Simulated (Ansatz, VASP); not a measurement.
# One calculation of TaC47, two programs

```xyz
48
Lattice="3.7050 -2.1391 -6.7900 3.7050 -2.1391 6.7900 -7.4100 -4.2782 0.0000" Properties=species:S:1:pos:R:3 pbc="T T T"
Ta    0.0514   -0.5186    1.2522
C     3.7888   -2.2914   -0.1088
C    -1.1566   -6.5466    0.1032
C    -4.8065   -4.4188   -0.0965
C    -2.3857   -4.4318   -0.1161
C     1.2999   -6.5467    0.1072
C    -3.6462   -2.2918   -0.1171
C     0.0716   -4.4166   -0.0423
C     2.5300   -4.4330   -0.1153
C    -1.1933   -2.3042   -0.1535
C     1.3394   -2.3035   -0.1381
C     4.9513   -4.4172   -0.1190
C     3.6297   -1.9682   -3.2510
C     3.6340   -1.9791    3.4214
C    -1.3111   -6.2510    3.4321
C    -1.2991   -6.2549   -3.3448
C    -2.5431   -4.1198    3.4036
C    -2.5409   -4.1106   -3.3648
C    -0.0743   -4.1184   -3.3885
C    -0.0728   -4.1215    3.4055
C     2.3970   -4.1194    3.3937
C     2.3871   -4.1254   -3.3489
C     1.1702   -1.9858    3.4505
C     1.1526   -1.9770   -3.3550
C     1.4349   -0.8982   -0.0582
C     5.0082   -2.9906   -0.0168
C     0.0707   -7.2041    0.3616
C    -3.5992   -5.1388   -0.1303
C    -1.1534   -5.1309   -0.0379
C    -1.1594   -5.1300   -6.7989
C    -2.4180   -3.0205   -0.1470
C     1.2976   -5.1321   -0.0340
C     3.7420   -5.1391   -0.1416
C     0.0715   -2.9892   -0.1130
C     2.5619   -3.0201   -0.1397
C     2.4163   -3.0352   -6.8851
C     2.3874   -1.2569   -3.3232
C     2.4073   -1.2665    3.4425
C    -2.5424   -5.5430    3.4148
C    -2.5345   -5.5349   -3.3222
C    -0.0708   -5.5438   -3.3795
C    -0.0726   -5.5406    3.4191
C    -1.3082   -3.4034   -3.3932
C    -1.3107   -3.4098    3.4065
C     1.1648   -3.4101    3.4045
C     1.1530   -3.4061   -3.3673
C     3.6307   -3.4117   -3.2709
C     3.6310   -3.4048    3.4124
```

Alike in both runs: task single point; functional PBE; k mesh 2 × 2 × 2; occupations gaussian, width 0.05 eV; collinear spin.

|  | VASP | Ansatz |
| --- | --- | --- |
| version | VASP 6.6.1 | Ansatz 0.2.0 |
| potentials or method | VASP PAW PBE potentials, release 64 (Ta_pv, C), cutoff 520 eV | scalar-relativistic, plane waves, PAW |
| valence electrons in the cell | 199 | 201 |

Ansatz gave:

* gap on the k mesh at the Fermi level (eV): none
* rms of the force components (eV/Å): 0.006
* net moment per atom (μB): 0.00

Question: What did VASP give for the same quantities?

Answer: gap on the k mesh at the Fermi level (eV): none; rms of the force components (eV/Å): 0.012; net moment per atom (μB): 0.00.

Atom by atom the forces differ by 0.009 eV/Å (rms over components). A gap of «none» marks a metal or a gap that the smearing closes. VASP's potentials hold 199 valence electrons a cell and Ansatz's 201, so a difference there can come from the potentials and not from the codes.

The k mesh is coarse, so the values compare programs but aren't converged. Neither program's run includes spin-orbit coupling.
